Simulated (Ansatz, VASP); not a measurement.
# Si3Ru in VASP and in Ansatz

```
Si Ru
1.0
     2.02072   -2.02205    0.00000
     2.02072    2.02205    0.00000
     0.00000    0.00000    6.92330
Si Ru
3 1
Direct
  0.50000 0.50000 0.78138
  0.00000 0.00000 0.50000
  0.50000 0.50000 0.21862
  0.00000 0.00000 0.00000
```

Change from the starting cell: species swapped into the Cu3Ni type (Cmmm, No. 65).

Alike in both runs: functional PBE; k mesh 8 × 8 × 2; occupations gaussian, width 0.1 eV; no spin polarisation.

Ansatz relaxed the structure, and its values are those at the end. VASP's run is a single point on that final structure, the one shown.

|  | VASP | Ansatz |
| --- | --- | --- |
| version | VASP 6.6.1 | Ansatz 0.2.0 |
| potentials or method | VASP PAW PBE potentials, release 64 (Si, Ru_pv), cutoff 520 eV | scalar-relativistic, plane waves, PAW |
| valence electrons in the cell | 26 | 28 |

Ansatz gave:

| Quantity | Value |
| --- | --- |
| gap on the k mesh at the Fermi level (eV) | none |
| pressure (GPa) | 0.1 |

Question: Estimate VASP's values.

Answer: gap on the k mesh at the Fermi level (eV): none; pressure (GPa): 0.0.

A gap of «none» marks a metal or a gap that the smearing closes. VASP's potentials hold 26 valence electrons a cell and Ansatz's 28, so a difference there can come from the potentials and not from the codes.

The k mesh is coarse, so the values compare programs but aren't converged.
